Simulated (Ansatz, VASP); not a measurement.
Two plane-wave programs on Zr

```xyz
1
Lattice="0.0000 2.0746 2.0746 2.0746 0.0000 2.0746 2.0746 2.0746 0.0000" Properties=species:S:1:pos:R:3 pbc="T T T"
Zr    0.0000    0.0000    0.0000
```

Change from the starting cell: strain -0.080 along x and y, -0.080 along z, atoms carried along.

Alike in both runs: task single point; functional PBEsol; k mesh 18 × 18 × 18; occupations gaussian, width 0.15 eV; no spin polarisation.

|  | VASP | Ansatz |
| --- | --- | --- |
| version | VASP 6.6.1 | Ansatz 0.2.0 |
| potentials or method | VASP PAW PBE potentials, release 64 (Zr_sv), cutoff 520 eV | scalar-relativistic, plane waves, PAW |
| valence electrons in the cell | 12 | 12 |

VASP gave:

```
gap on the k mesh at the Fermi level (eV) : none
pressure (GPa)                            : 30.2
```

What did Ansatz give for the same quantities?

gap on the k mesh at the Fermi level (eV): none; pressure (GPa): 30.0.

VASP's potentials were made for PBE, not for PBEsol. A gap of «none» marks a metal or a gap that the smearing closes. Both programs put the cell under a high pressure, so it lies far from rest at this level. The functional is the same, so the differences come from potentials, cutoffs and numerics.
